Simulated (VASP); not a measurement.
Runs of VASP 6.6.1 on HgTe. The structure is that of space group Cmcm (No. 63), or close to it. The cells are those of the table. 

```csv
cell,gap on the mesh (eV),pressure (GPa),largest force (eV/Å)
"a = 4.580, b = 4.580, c = 5.798 Å, angles 90.0, 90.0, 98.4°, 4 atoms",none,-2.2,0.10
"a = 4.549, b = 4.549, c = 5.759 Å, angles 90.0, 90.0, 98.4°, 4 atoms",none,-1.3,0.04
"a = 4.610, b = 4.610, c = 5.837 Å, angles 90.0, 90.0, 98.4°, 4 atoms",none,-2.9,0.15
"a = 4.486, b = 4.486, c = 5.680 Å, angles 90.0, 90.0, 98.4°, 4 atoms",none,(a),0.09
"a = 4.670, b = 4.670, c = 5.912 Å, angles 90.0, 90.0, 98.4°, 4 atoms",none,(c),(b)
```

Alike in all rows: task single point; level r2SCAN+D3(BJ); potentials or basis VASP PAW PBE potentials, release 64 (Hg, Te); no spin polarisation; k mesh 4 × 4 × 4; cutoff (eV) 520; smearing fermi-dirac 0.05 eV.

Q: Fill in the values left out.

A: (a) 0.9; (b) 0.25; (c) -4.2.

Caveats: three body term missing; the PAW data sets were made with another functional, which shifts forces and pressure a little; spin-orbit coupling is left out, which moves the levels of the heavy elements; pairwise dispersion overbinds metals, which lowers pressure and volume.

A k mesh can miss the band edges, and the runs leave out spin-orbit coupling on Hg, Te.

A gap of «none» marks levels without a gap at the run's occupations.
